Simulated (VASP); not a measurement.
# B18N17 (a cell with a defect): single point with PBE

System: B18N17 (a cell with a defect).

```xyz
35
Lattice="7.4650 0.0000 0.0000 -3.7325 6.4649 0.0000 0.0000 0.0000 6.4955" Properties=species:S:1:pos:R:3 pbc="T T T"
B    -0.0831    1.6447    1.7625
B     1.2734    0.6889    4.8690
B    -1.4814    3.7014    1.8464
B     0.0307    2.8315    4.9078
B    -2.5155    5.6308    1.4466
B    -1.2076    4.9953    4.9164
B     2.5914    1.2658    1.5432
B     3.7647    0.6794    4.9113
B     0.9501    3.5572    1.8218
B     2.4806    2.8128    5.1158
B     0.0555    5.7204    1.6527
B     1.2718    4.9949    4.9059
B     5.0255    1.4830    1.4678
B     6.2566    0.6876    4.8278
B     4.0268    3.7670    0.5113
B     5.0504    2.8093    5.0726
B     2.4932    5.7621    1.4508
B     3.7599    5.0423    4.9986
N     0.0361    1.3994    4.8464
N     1.3506    1.6513    1.5463
N    -1.2118    3.5538    4.9730
N    -0.2976    3.0134    2.1256
N    -2.4558    5.7071    4.8779
N    -1.2821    5.1619    1.7442
N     2.5263    1.4038    4.9602
N     3.8216    0.6970    1.5263
N     1.2855    3.5532    4.9706
N     0.0365    5.7083    4.8745
N     1.2828    4.9339    1.6214
N     5.0116    1.4052    4.9028
N     6.2572    0.7530    1.5954
N     3.7746    3.5678    5.5052
N     4.8555    2.9400    1.3444
N     2.5238    5.7034    4.8469
N     3.7409    5.1200    1.1103
```

| Item | Value |
| --- | --- |
| Program | VASP 6.6.1 |
| Task | single point |
| Functional | PBE |
| Potentials or basis | VASP PAW PBE potentials, release 64 (B, N) |
| Cutoff | 520 eV |
| k mesh | 2 × 2 × 2, shifted |
| Occupations | fermi-dirac, width 0.01 eV |
| Spin | no spin polarisation |
| Dipole correction | no |
| Charge | 3 |
| Further INCAR settings | LREAL = Auto; ALGO = Normal; EDIFF = 1e-06; NBANDS = 92; NELECT = 136.0 |

```yaml
Largest_force: 0.344 eV/Å
```

Forces on the atoms (eV/Å):
```
B   -0.164 -0.109  0.055
B    0.078 -0.057 -0.090
B   -0.109  0.124 -0.040
B    0.221 -0.089  0.006
B   -0.027  0.048 -0.020
B    0.160 -0.141  0.013
B   -0.119  0.080  0.020
B    0.200 -0.075 -0.028
B    0.011  0.156  0.044
B    0.084 -0.058  0.029
B   -0.164  0.155  0.059
B    0.200 -0.131  0.006
B   -0.268  0.071 -0.034
B    0.200 -0.157 -0.026
B    0.000  0.047 -0.028
B    0.137 -0.072 -0.073
B   -0.045  0.014 -0.069
B    0.067 -0.052  0.027
N   -0.145  0.092 -0.002
N    0.098  0.023  0.000
N   -0.213  0.181 -0.004
N    0.078 -0.085 -0.063
N   -0.101  0.006 -0.034
N    0.013 -0.098  0.075
N   -0.037  0.135  0.010
N    0.149 -0.130 -0.037
N   -0.158  0.048 -0.010
N   -0.236  0.139 -0.014
N    0.214 -0.268 -0.023
N   -0.277  0.090  0.032
N    0.299 -0.077  0.016
N   -0.078  0.039  0.122
N    0.043 -0.037  0.071
N   -0.096  0.112 -0.001
N   -0.015  0.078  0.010
```

Levels at points of the mesh, in eV from the Fermi level:
| k point | band 65 | band 66 | band 67 | band 68 | band 69 | band 70 | band 71 | band 72 |
| --- | --- | --- | --- | --- | --- | --- | --- | --- |
| (0.25, 0.25, 0.25) | -1.42 | -0.92 | -0.74 | -0.51 | 1.74 | 2.66 | 3.22 | 3.51 |

Run time: 14 min on 1 thread of Oxide Virtual Turin-like Processor, with other jobs on the host, peak memory 0.46 GiB.

Caveat: the cell carries a net charge on a neutralising background, which shifts energy and pressure; the cell is charged against a uniform background, so pressure and absolute levels hang on convention.
